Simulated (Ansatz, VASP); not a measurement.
MnSi: VASP beside Ansatz

Contents of POSCAR:

```
MnSi
1.0
    4.5472729200      0.0000000000      0.0000000000
    0.0000000000      4.5472729200      0.0000000000
    0.0000000000      0.0000000000      4.5472729200
Mn Si
4 4
Direct
    0.1395000000      0.1395000000      0.1395000000
    0.3605000000      0.8605000000      0.6395000000
    0.6395000000      0.3605000000      0.8605000000
    0.8605000000      0.6395000000      0.3605000000
    0.8474000000      0.8474000000      0.8474000000
    0.6526000000      0.1526000000      0.3474000000
    0.3474000000      0.6526000000      0.1526000000
    0.1526000000      0.3474000000      0.6526000000
```

INCAR.step1

```
SYSTEM = MnSi
PREC = Accurate
ENCUT = 520
ISMEAR = -1
SIGMA = 0.1
LREAL = .False.
LASPH = .True.
NELM = 100
NBANDS = 44
GGA = PE
ALGO = Normal
EDIFF = 1E-4
LWAVE = .True.
LCHARG = .False.
```

Contents of INCAR.step2:

```
SYSTEM = MnSi
PREC = Accurate
ENCUT = 520
EDIFF = 1E-7
ISMEAR = -1
SIGMA = 0.1
LREAL = .False.
LASPH = .True.
NELM = 100
ALGO = Normal
ISIF = 2
LWAVE = .False.
LCHARG = .True.
METAGGA = R2SCAN
LMIXTAU = .True.
LELF = .True.
LVHAR = .True.
NBANDS = 44
ISTART = 1
```

KPOINTS

```
Automatic mesh
0
Gamma
  5 5 5
  0 0 0
```

Input for Ansatz:

```yaml
crystal:
  lattice:
    - [4.54727292, 0.0, 0.0]
    - [0.0, 4.54727292, 0.0]
    - [0.0, 0.0, 4.54727292]
  atoms:
    - { symbol: Mn, position: [0.1395, 0.1395, 0.1395] }
    - { symbol: Mn, position: [0.3605, 0.8605, 0.6395] }
    - { symbol: Mn, position: [0.6395, 0.3605, 0.8605] }
    - { symbol: Mn, position: [0.8605, 0.6395, 0.3605] }
    - { symbol: Si, position: [0.8474, 0.8474, 0.8474] }
    - { symbol: Si, position: [0.6526, 0.1526, 0.3474] }
    - { symbol: Si, position: [0.3474, 0.6526, 0.1526] }
    - { symbol: Si, position: [0.1526, 0.3474, 0.6526] }
kpoints:
  mp_grid: { grid: [5, 5, 5], shift: [0, 0, 0] }
magnetization:
  spin_polarized: false
scf:
  occupations: { method: fermi_dirac }
  lower_state_search: "off"
  max_iter: 200
hamiltonian:
  pseudopotentials: { kind: paw }
  xc: r2scan
basis:
  ecutwfc: 500
  fft_grid_basis: typed
output:
  forces: true
  stress: true
  eigenvalues: true
  bader: true
  populations: true
  elf: true
  write_potential: true
  volumetric_format: npy
  dos:
    e_range: [-12, 8]
    de: 0.05
    projected: { site_lists: { Mn: [Mn], Si: [Si] } }
checkpoint:
  read: saved_state
```

Alike in both runs: task single point; functional r2SCAN; k mesh 5 × 5 × 5; no spin polarisation.

|  | VASP | Ansatz |
| --- | --- | --- |
| version | VASP 6.6.1 | Ansatz 0.2.0 |
| potentials or method | VASP PAW PBE potentials, release 64 (Mn_pv, Si), cutoff 520 eV | PAW plane waves |
| occupations | fermi-dirac, width 0.1 eV | fermi-dirac |
| valence electrons in the cell | 68 | 76 |

VASP gave:

| Property | Result |
| --- | --- |
| pressure (GPa) | -12.9 |
| rms of the force components (eV/Å) | 0.196 |

What did Ansatz give for the same quantities?

Pressure (GPa): -13.0; rms of the force components (eV/Å): 0.198.

VASP's potentials were made for PBE, not for r2SCAN. Atom by atom the forces differ by 0.004 eV/Å (rms over components). VASP's potentials hold 68 valence electrons a cell and Ansatz's 76, so a difference there can come from the potentials and not from the codes.
